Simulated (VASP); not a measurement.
# SiGe (P6_3mc) in VASP: further runs

SiGe is run at these levels: LDA; tasks: single point.

All numbers are computed with VASP 6.6.1; they aren't measurements. Logs are shortened: lines on timing, memory, paths and dates and some standing lists are left out, and cuts for length are marked.

## (1) The cell of the first run

The structure is hexagonal, space group P6_3mc (No. 186). Conventional cell: a = 3.970 Å, b = 3.970 Å, c = 6.561 Å, α = 90.00°, β = 90.00°, γ = 120.00°. Si (site symmetry 3m) has 4 Ge at 2.42 to 2.51 Å within 3.2 Å. Ge (site symmetry 3m) has 4 Si at 2.42 to 2.51 Å within 3.2 Å.

## (2) Single point, LDA (atoms shifted along a free coordinate)

INCAR reads:

```
SYSTEM = SiGe
PREC = Accurate ; ENCUT = 520
EDIFF = 1E-6 ; ISMEAR = 0
SIGMA = 0.03 ; LREAL = .FALSE.
LASPH = .TRUE. ; NELM = 80
ALGO = Normal ; ISIF = 2
LWAVE = .FALSE. ; LCHARG = .FALSE.
GGA = CA ; NBANDS = 26
```

KPOINTS reads:

```
regular mesh
0
G
  12 12 6
  0 0 0
```

POSCAR reads:

```
SiGe
1.0
    3.9700706750      0.0000000000      0.0000000000
   -1.9850353375      3.4381820594      0.0000000000
    0.0000000000      0.0000000000      6.5609628661
Si Ge
2 2
Direct
    0.6666666667      0.3333333333      0.8745031008
    0.3333333333      0.6666666667      0.3745031008
    0.6666666667      0.3333333333      0.4926769834
    0.3333333333      0.6666666667     -0.0073230166
```

Potentials or basis: VASP PAW LDA potentials, release 64 (Si, Ge_d).

Started as:

```bash
cat potpaw_LDA.64/Si/POTCAR potpaw_LDA.64/Ge_d/POTCAR > POTCAR
mpirun -np 1 vasp_std > vasp.out
```

OUTCAR:

```text
SYSTEM = SiGe
   PREC = Accurate
   ENCUT = 520
   EDIFF = 1E-6
   ISMEAR = 0
   LREAL = .FALSE.
   LASPH = .TRUE.
   NELM = 80
   ISIF = 2
   GGA = CA

 ion  position               nearest neighbor table
   1  0.667  0.333  0.875-   4 2.42   4 2.42   4 2.42   3 2.51
   2  0.333  0.667  0.375-   3 2.42   3 2.42   3 2.42   4 2.51
   3  0.667  0.333  0.493-   2 2.42   2 2.42   2 2.42   1 2.51
   4  0.333  0.667  0.993-   1 2.42   1 2.42   1 2.42   2 2.51

  LATTYP: Found a hexagonal cell.
 ALAT       =     3.9700706750
 C/A-ratio  =     1.6526060625

  Lattice vectors:

 A1 = (   3.9700706750,   0.0000000000,   0.0000000000)
 A2 = (  -1.9850353375,   3.4381820594,   0.0000000000)
 A3 = (   0.0000000000,   0.0000000000,   6.5609628661)

Analysis of symmetry for initial positions (statically):
=====================================================================
 Subroutine PRICEL returns:
 Original cell was already a primitive cell.

 Routine SETGRP: Setting up the symmetry group for a
 hexagonal supercell.

 Subroutine GETGRP returns: Found 12 space group operations
 (whereof  6 operations were pure point group operations)
 out of a pool of 24 trial point group operations.

The static configuration has the point symmetry C_3v.
 The point group associated with its full space group is C_6v.

Analysis of symmetry for dynamics (positions and initial velocities):
=====================================================================
 Subroutine PRICEL returns:
 Original cell was already a primitive cell.

 Routine SETGRP: Setting up the symmetry group for a
 hexagonal supercell.

 Subroutine GETGRP returns: Found 12 space group operations
 (whereof  6 operations were pure point group operations)
 out of a pool of 24 trial point group operations.

The dynamic configuration has the point symmetry C_3v.
 The point group associated with its full space group is C_6v.

 Subroutine INISYM returns: Found 12 space group operations
 (whereof  6 operations are pure point group operations),
 and found     1 'primitive' translations

----------------------------------------------------------------------------------------

                                     Primitive cell
[... 90 lines left out ...]
   LNONCOLLINEAR =      F non collinear calculations
   LSORBIT =      F    spin-orbit coupling
   LASPH  =      T    aspherical Exc in radial PAW
   ENCUT  =  520.0 eV  38.22 Ry    6.18 a.u.   7.38  7.38 12.20*2*pi/ulx,y,z
   NELM   =     80;   NELMIN=  2; NELMDL= -5     # of ELM steps
   EDIFF  = 0.1E-05   stopping-criterion for ELM
   LREAL  =      F    real-space projection
   EDIFFG = 0.1E-04   stopping-criterion for IOM
   NSW    =      0    number of steps for IOM
   IBRION =     -1    ionic relax: 0-MD 1-quasi-New 2-CG
   NFREE  =      0    steps in history (QN), initial steepest desc. (CG)
   ISIF   =      2    stress and relaxation
   ISYM   =      2    0-nonsym 1-usesym 2-fastsym
   POTIM  = 0.5000    time-step for ionic-motion
   TEBEG  =    0.0;   TEEND  =   0.0 temperature during run
   PSTRESS=    0.0 pullay stress
   NELECT =      36.0000    total number of electrons
   NUPDOWN=      -1.0000    fix difference up-down
   EMIN   =  10.00;   EMAX   =-10.00  energy-range for DOS
   EFERMI =   0.00;   METHOD = LEGACY
   ISMEAR =     0;   SIGMA  =   0.03  broadening in eV -4-tet -1-fermi 0-gaus
   EFERMI_NEDOS =   21; number of points for ismear=-14 and -15
   IALGO  =     38    algorithm
   IMIX   =      4    mixing-type and parameters
     AMIX     =   0.40;   BMIX     =  1.00
     AMIX_MAG =   1.60;   BMIX_MAG =  1.00
  volume/ion in A,a.u.               =      22.39       151.09
  Fermi-wavevector in a.u.,A,eV,Ry     =   1.208215  2.283195 19.861549  1.459783
  Thomas-Fermi vector in A             =   2.343829
   LORBIT       =      0    0 simple, 1 ext, 2 COOP (PROOUT), +10 PAW based schemes
   GGA     = CA    functional components
   LHFCALC =     F    Hartree Fock is set to
   AEXX    =    0.0000 exact exchange contribution
   IVDW    =     0    specifies the selected vdW correction
   LEPSILON=     F    determine dielectric tensor
   LRPA    =     F    only Hartree local field effects (RPA)
 non-spin polarized calculation
 Gauss-broadening in eV      SIGMA  =   0.03
  energy-cutoff  :      520.00
  volume of cell :       89.56
 maximum number of plane-waves:      2472
 NGX is ok and might be reduce to    30
   NGX = 15   NGY = 15   NGZ = 25

 number of electron      36.0000024 magnetization

 Free energy of the ion-electron system (eV)
  ---------------------------------------------------
  ext. energy  EPLUGINS =         0.00000000
  ---------------------------------------------------
  free energy    TOTEN  =       -22.07804858 eV

  energy without entropy =      -22.07804812  energy(sigma->0) =      -22.07804835

 E-fermi :   4.9774     XC(G=0):  -9.7614

 val. band max:        4.9141216384   @ k =   0.0000   0.0000   0.0000
 cond. band min:       5.0407255239   @ k =   0.0000   0.0000   0.0000
 fundamental gap:      0.1266038855
 Fermi energy:         4.9774235317

 k-point     1 :       0.0000    0.0000    0.0000
  band No.  band energies     occupation
      1     -19.7167      2.00000
      2     -19.7167      2.00000
      3     -19.7166      2.00000
      4     -19.7165      2.00000
      5     -19.7146      2.00000
      6     -19.7146      2.00000
[... 685 lines left out ...]
     25      11.6231      0.00000
     26      12.0838      0.00000

 [... further k-points ...]

------------------------ aborting loop because EDIFF is reached ----------------------------------------

  FORCE on cell =-STRESS in cart. coord.  units (eV):
  Direction    XX          YY          ZZ          XY          YZ          ZX
  --------------------------------------------------------------------------------------
  -------------------------------------------------------------------------------------
  Total       -2.6146510     -2.6146510     -3.6362998      0.0000000      0.0000000      0.0000000
  in kB      -46.7767055    -46.7767055    -65.0542350      0.0000000      0.0000000      0.0000000
  external PRESSURE =     -52.8692153 kB  Pullay stress =       0.0000000 kB

 VOLUME and BASIS-vectors are now :
 -----------------------------------------------------------------------------
  energy-cutoff  :      520.00
  volume of cell :       89.56
      direct lattice vectors                 reciprocal lattice vectors
     3.970070675  0.000000000  0.000000000     0.251884685  0.145425690  0.000000000
    -1.985035338  3.438182059  0.000000000     0.000000000  0.290851381  0.000000000
     0.000000000  0.000000000  6.560962866     0.000000000  0.000000000  0.152416653

 POSITION                                       TOTAL-FORCE (eV/Angst)
 -----------------------------------------------------------------------------------
      1.98504      1.14606      5.73758         0.000000      0.000000     -0.485631
     -0.00000      2.29212      2.45710        -0.000000     -0.000000     -0.485631
      1.98504      1.14606      3.23244         0.000000     -0.000000      0.485631
     -0.00000      2.29212      6.51292        -0.000000      0.000000      0.485631
 -----------------------------------------------------------------------------------
    total drift:                                0.000000      0.000001     -0.000166

  FREE ENERGIE OF THE ION-ELECTRON SYSTEM (eV)
  ---------------------------------------------------
  free  energy   TOTEN  =       -22.0780485764 eV

  energy  without entropy=      -22.0780481199  energy(sigma->0) =      -22.07804835
```

OSZICAR:

```text
N       E                     dE             d eps       ncg     rms          rms(c)
DAV:   1     0.266699444249E+03    0.26670E+03   -0.17781E+04  4618   0.284E+03
DAV:   2     0.214933355254E+02   -0.24521E+03   -0.23643E+03  3992   0.638E+02
DAV:   3    -0.206743434595E+02   -0.42168E+02   -0.41671E+02  4762   0.155E+02
DAV:   4    -0.224173156454E+02   -0.17430E+01   -0.17397E+01  4742   0.347E+01
DAV:   5    -0.224545125828E+02   -0.37197E-01   -0.37186E-01  4856   0.567E+00    0.547E+00
DAV:   6    -0.222038793341E+02    0.25063E+00   -0.10420E-01  4504   0.196E+00    0.318E+00
DAV:   7    -0.220764754379E+02    0.12740E+00   -0.19348E-01  4296   0.238E+00    0.202E-01
DAV:   8    -0.220779426125E+02   -0.14672E-02   -0.15305E-02  4768   0.109E+00    0.103E-01
DAV:   9    -0.220780259224E+02   -0.83310E-04   -0.40307E-04  5046   0.140E-01    0.806E-02
DAV:  10    -0.220780498880E+02   -0.23966E-04   -0.50824E-05  5002   0.554E-02    0.277E-02
DAV:  11    -0.220780487544E+02    0.11336E-05   -0.13479E-05  3658   0.214E-02    0.622E-03
DAV:  12    -0.220780485764E+02    0.17801E-06   -0.12028E-06  2942   0.797E-03
   1 F= -.22078049E+02 E0= -.22078048E+02  d E =-.456480E-06
```

stdout:

```text
POSCAR found type information on POSCAR SiGe
 POSCAR found :  2 types and       4 ions
 scaLAPACK will be used
 LDA part: xc-table for (Slater(with rela. corr.)+CA(PZ))
 , standard interpolation
 POSCAR, INCAR and KPOINTS ok, starting setup
 FFT: planning ... GRIDC
 FFT: planning ... GRID_SOFT
 FFT: planning ... GRID
 WAVECAR not read
 entering main loop
```

Wall time 58 s (1 thread of Intel Xeon 6975P-C (Granite Rapids), shared host); peak memory 0.27 GiB.

What came out:

```yaml
Free_energy: -22.0780 eV
Pressure: -5.3 GPa
Largest_force: 0.486 eV/Å
Band_gap_on_the_k_mesh: 0.13 eV
```

Forces in eV/Å, atoms in the order of the input:
```
Si   0.000  0.000 -0.486
Si   0.000  0.000 -0.486
Ge   0.000  0.000  0.486
Ge   0.000  0.000  0.486
```

Caveat: the cell differs from its parent crystal (atoms shifted along a free coordinate); the cell stands under tension. A k mesh can miss the band edges.

## (3) Single point, LDA (atoms shifted along a free coordinate)

INCAR reads:

```
PREC = Accurate ; ENCUT = 520
EDIFF = 1E-7 ; ISMEAR = 0
SIGMA = 0.03 ; LREAL = False
LASPH = True ; NELM = 60
ALGO = Normal ; ISIF = 2
LWAVE = False ; LCHARG = False
NBANDS = 26
```

KPOINTS reads:

```
regular mesh
0
Gamma
  12 12 6
```

POSCAR: that of step 2 with these lines changed.

```diff
@@ -10,3 +10,3 @@
     0.3333333333      0.6666666667      0.3745031008
-    0.6666666667      0.3333333333      0.4926769834
-    0.3333333333      0.6666666667     -0.0073230166
+    0.6666666667      0.3333333333      0.5083148150
+    0.3333333333      0.6666666667      0.0083148150
```

Potentials or basis: VASP PAW LDA potentials, release 64 (Si, Ge_d).

Started as:

```bash
cat potpaw_LDA.64/Si/POTCAR potpaw_LDA.64/Ge_d/POTCAR > POTCAR
mpirun -np 1 vasp_std > vasp.out
```

It took 64 s on 1 thread of Intel Xeon 6975P-C (Granite Rapids), shared host; peak memory 0.27 GiB.

The run converged. Its results:

```
Free energy            : -22.0697 eV
Pressure               : -5.4 GPa
Largest force          : 0.616 eV/Å
Band gap on the k mesh : 0.17 eV (least direct gap 0.21 eV)
```

Forces in eV/Å, atoms in the order of the input:
```
Si   0.000  0.000  0.616
Si   0.000  0.000  0.616
Ge   0.000  0.000 -0.616
Ge   0.000  0.000 -0.616
```

Stress tensor (GPa, compression positive):
```
-6.08  0.00  0.00
 0.00 -6.08  0.00
 0.00  0.00 -4.02
```

Levels at points of the mesh, in eV from the valence-band top:
| k point | band 14 | band 15 | band 16 | band 17 | band 18 | band 19 | band 20 | band 21 | band 22 | band 23 |
| --- | --- | --- | --- | --- | --- | --- | --- | --- | --- | --- |
| (0.00, 0.00, 0.00) | -1.58 | -1.58 | -0.70 | 0.00 | 0.00 | 0.21 | 0.73 | 1.84 | 1.84 | 2.61 |
| (0.50, 0.00, 0.00) | -6.31 | -4.74 | -3.11 | -3.08 | -1.44 | 0.36 | 1.71 | 2.85 | 2.97 | 4.08 |
| (0.00, 0.00, 0.50) | -4.78 | -0.98 | -0.98 | -0.98 | -0.98 | 0.98 | 0.98 | 2.95 | 2.95 | 2.95 |
| (0.50, 0.00, 0.50) | -7.46 | -2.72 | -2.72 | -2.43 | -2.43 | 0.38 | 0.38 | 1.82 | 1.82 | 5.37 |

Caveat: the cell differs from its parent crystal (atoms shifted along a free coordinate); the cell stands under tension. A k mesh can miss the band edges.
